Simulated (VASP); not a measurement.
Input of a VASP 6.6.1 run:

Contents of INCAR:

```
  ALGO = Normal
  EDIFF = 1E-6
  ENCUT = 520
  GGA = PS
  ISIF = 2
  ISMEAR = 0
  LASPH = T
  LCHARG = T
  LELF = T
  LREAL = F
  LVHAR = T
  LWAVE = F
  NBANDS = 47
  NELM = 80
  PREC = Accurate
  SIGMA = 0.05
```

File KPOINTS:

```
k-points
0
Gamma
  6 6 6
```

The input POSCAR:

```
Na2AgSbF6
1.0
    0.0000000000      4.3751272532      4.3536206019
    4.3751272532      0.0000000000      4.3536206019
    4.3751272532      4.3751272532      0.0000000000
Na Ag Sb F
2 1 1 6
Direct
    0.7500000000      0.7500000000      0.7500000000
    0.2500000000      0.2500000000      0.2500000000
    0.5000000000      0.5000000000      0.5000000000
    0.0000000000      0.0000000000      0.0000000000
    0.6723515255      0.3276484745      0.1317256862
    0.2465011975      0.2465011975      0.7534988025
    0.3276484745      0.6723515255      0.8682743138
    0.1317256862      0.8682743138      0.3276484745
    0.8682743138      0.1317256862      0.6723515255
    0.7534988025      0.7534988025      0.2465011975
```

Potentials or basis: VASP PAW PBE potentials, release 64 (Na_pv, Ag, Sb, F).

Launch:

```sh
$ cat potpaw_PBE.64/Na_pv/POTCAR potpaw_PBE.64/Ag/POTCAR potpaw_PBE.64/Sb/POTCAR potpaw_PBE.64/F/POTCAR > POTCAR
$ mpirun -np 1 vasp_std > vasp.out
```

Problem. Estimate the largest force.

Solution. 0.057 eV/Å.

Problem. What does it give for the band gap on the k mesh?

Solution. 1.84 eV, indirect (least direct gap 2.71 eV).

Forces in eV/Å, atoms in the order of the input:
```
Na   0.000  0.000  0.000
Na   0.000  0.000  0.000
Ag   0.000  0.000  0.000
Sb   0.000  0.000  0.000
F   -0.048  0.027  0.000
F    0.000  0.000 -0.057
F    0.048 -0.027  0.000
F   -0.027 -0.048  0.000
F    0.027  0.048  0.000
F    0.000  0.000  0.057
```

Caveat: the cell differs from its parent crystal (mode 4 (-126.1 1/cm) frozen in at 0.15 Å, then relaxed in part); the PAW data sets were made with another functional, which shifts forces and pressure a little; spin-orbit coupling is left out, which moves the levels of the heavy elements. A k mesh can miss the band edges.
